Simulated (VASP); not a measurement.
Write the native input for VASP 6.6.1 that does the following.

- Task: single point
- Functional: PBEsol
- Potentials or basis: VASP PAW PBE potentials, release 64 (Bi_d)
- Cutoff: 520 eV
- k mesh: 9 × 9 × 8
- Occupations: gaussian, width 0.05 eV
- Spin: no spin polarisation
- Dipole correction: no
- Further INCAR settings: ALGO = Fast; EDIFF = 1e-07; NBANDS = 22

The structure of Bi lies in POSCAR:

```
Bi
1.0
    4.6257182760      0.0000000000      0.0000000000
   -2.3128591380      4.0059895378      0.0000000000
    0.0000000000      0.0000000000      5.3018133424
Bi
2
Direct
    0.3333333333      0.6666666667      0.2500000000
    0.6666666667      0.3333333333      0.7500000000
```

This isn't the form of Bi at room conditions, which is rhombohedral.

The input as run:

INCAR

```
SYSTEM = Bi
PREC = Accurate
ENCUT = 520
EDIFF = 1E-7
ISMEAR = 0
SIGMA = 0.05
LREAL = .FALSE.
LASPH = .TRUE.
NELM = 80
ALGO = Fast
ISIF = 2
LWAVE = .FALSE.
LCHARG = .TRUE.
GGA = PS
LELF = .TRUE.
LVHAR = .TRUE.
NBANDS = 22
```

KPOINTS

```
Automatic mesh
0
G
  9 9 8
  0 0 0
```

Potentials or basis: VASP PAW PBE potentials, release 64 (Bi_d).

Run with:

```sh
$ cat potpaw_PBE.64/Bi_d/POTCAR > POTCAR
$ mpirun -np 1 vasp_std > vasp.out
```

It gave:

| Item | Value |
| --- | --- |
| Pressure | -8.7 GPa |
| Band gap on the k mesh | zero (bands 15 and 16 overlap by 2.07 eV) |

Caveat: the cell stands under tension; the PAW data sets were made with another functional, which shifts forces and pressure a little; spin-orbit coupling is left out, which moves the levels of the heavy elements.

Run time: 2.9 min on 1 thread of Intel Xeon 8259CL (shared host), peak memory 0.28 GiB.
